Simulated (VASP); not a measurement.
Here is a VASP 6.6.1 calculation.

The input INCAR:

```
PREC = Accurate ; ENCUT = 600
EDIFF = 1E-7 ; ISMEAR = 0
SIGMA = 0.1 ; LREAL = F
LASPH = T ; NELM = 100
ALGO = Fast ; ISIF = 3
LWAVE = F ; LCHARG = F
GGA = PE ; IBRION = 2
NSW = 100 ; EDIFFG = -0.01
```

KPOINTS

```
Automatic mesh
0
Gamma
  12 12 16
```

The input POSCAR:

```
HfPt2
1.0
    4.6117717721      0.0000000000      0.0000000000
   -2.3058858861      3.9939115111      0.0000000000
    0.0000000000      0.0000000000      2.8224736628
Hf Pt
1 2
Direct
    0.0000000000      0.0000000000      0.0000000000
    0.3333333333      0.6666666667      0.5000000000
    0.6666666667      0.3333333333      0.5000000000
```

Potentials or basis: VASP PAW PBE potentials, release 64 (Hf_pv, Pt).

Run with:

```bash
$ cat potpaw_PBE.64/Hf_pv/POTCAR potpaw_PBE.64/Pt/POTCAR > POTCAR
$ mpirun -np 1 vasp_std > vasp.out
```

Problem. Estimate the relaxed volume.

Solution. 17.34 Å³/atom.

Problem. Predict the relaxed cell.

Solution. a = 4.592 Å, b = 4.592 Å, c = 2.849 Å, α = 90.00°, β = 90.00°, γ = 120.00°.

Problem. Estimate the band gap on the k mesh.

Solution. Zero (bands 15 and 16 overlap by 3.11 eV).

Final structure:
```
CELL_PARAMETERS angstrom
4.59232 0.00000 0.00000
-2.29616 3.97707 0.00000
0.00000 0.00000 2.84886
ATOMIC_POSITIONS crystal
Hf 0.00000 0.00000 0.00000
Pt 0.33333 0.66667 0.50000
Pt 0.66667 0.33333 0.50000
```

Caveat: spin-orbit coupling is left out, which moves the levels of the heavy elements.
